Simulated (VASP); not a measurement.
Set up this calculation in VASP 6.6.1, as the native input.

- Task: single point
- Functional: PBE
- Potentials or basis: VASP PAW PBE potentials, release 64 (Ca_sv, Cu, C)
- Cutoff: 520 eV
- k mesh: 6 × 6 × 4
- Occupations: gaussian, width 0.2 eV
- Spin: no spin polarisation
- Dipole correction: no
- Further INCAR settings: ALGO = Fast; EDIFF = 1e-06; NBANDS = 63

The structure of CaCu3C2 lies in POSCAR:

```
CaCu3C2
1.0
    5.1779623473      0.0000000000      0.0000000000
   -2.5889811736      4.4842469326      0.0000000000
    0.0000000000      0.0000000000      6.0929331440
Ca Cu C
2 6 4
Direct
    0.0000000000      0.0000000000      0.0000000000
    0.0000000000      0.0000000000      0.5000000000
    1.0000000000      0.5000000000      0.2500000000
    1.0000000000      0.5000000000      0.7500000000
    0.5000000000      0.5000000000      0.2500000000
    0.5000000000      0.5000000000      0.7500000000
    0.5000000000      0.0000000000      0.2500000000
    0.5000000000      0.0000000000      0.7500000000
    0.3333333333      0.6666666667      0.0000000000
    0.3333333333      0.6666666667      0.5000000000
    0.6666666667      0.3333333333      0.0000000000
    0.6666666667      0.3333333333      0.5000000000
```

The input as run:

INCAR

```
SYSTEM = CaCu3C2
PREC = Accurate
ENCUT = 520
EDIFF = 1E-6
ISMEAR = 0
SIGMA = 0.2
LREAL = .FALSE.
LASPH = .TRUE.
NELM = 100
ALGO = Fast
ISIF = 2
LWAVE = .FALSE.
LCHARG = .FALSE.
GGA = PE
NBANDS = 63
```

KPOINTS

```
Automatic mesh
0
G
  6 6 4
  0 0 0
```

Potentials or basis: VASP PAW PBE potentials, release 64 (Ca_sv, Cu, C).

Launch:

```sh
$ cat potpaw_PBE.64/Ca_sv/POTCAR potpaw_PBE.64/Cu/POTCAR potpaw_PBE.64/C/POTCAR > POTCAR
$ mpirun -np 1 vasp_std > vasp.out
```

It gave:

```json
{"Pressure": "0.6 GPa", "Band gap on the k mesh": "zero (bands 51 and 52 overlap by 1.60 eV)"}
```

Run time: 19 min on 1 thread of Oxide Virtual Turin-like Processor, with other jobs on the host, peak memory 0.32 GiB.
